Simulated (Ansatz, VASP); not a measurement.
**GaO3 in VASP and in Ansatz**

```xyz
4
Lattice="3.0598 0.0000 0.0000 -1.5299 2.6499 0.0000 0.0000 0.0000 5.4117" Properties=species:S:1:pos:R:3 pbc="T T T"
Ga    0.0000    0.0000    2.7058
O     0.0000    1.7666    3.6709
O     1.5299    0.8833    1.7407
O     0.0000    0.0000    0.0000
```

Alike in both runs: functional PBE; k mesh 18 × 18 × 10; occupations gaussian, width 0.1 eV; collinear spin.

Ansatz relaxed the structure, and its values are those at the end. VASP's run is a single point on that final structure, the one shown.

```csv
,VASP,Ansatz
version,VASP 6.6.1,Ansatz 0.2.0
potentials or method,"VASP PAW PBE potentials, release 64 (Ga_d, O), cutoff 520 eV","scalar-relativistic, plane waves, PAW"
valence electrons in the cell,31,31
```

|  | VASP | Ansatz | Ansatz less VASP |
| --- | --- | --- | --- |
| gap on the k mesh at the Fermi level (eV) | none | none | - |
| pressure (GPa) | 0.5 | 0.0 | -0.55 |
| rms of the force components (eV/Å) | 0.025 | 0.000 | -0.0251 |
| net moment per atom (μB) | 0.75 | 0.75 | 0.000 |
| size of the moment on the site where the two differ most (μB) | 1.67 | 1.92 | +0.251 |

Site moments also hang on the region over which each program counts them. A gap of «none» marks a metal or a gap that the smearing closes.
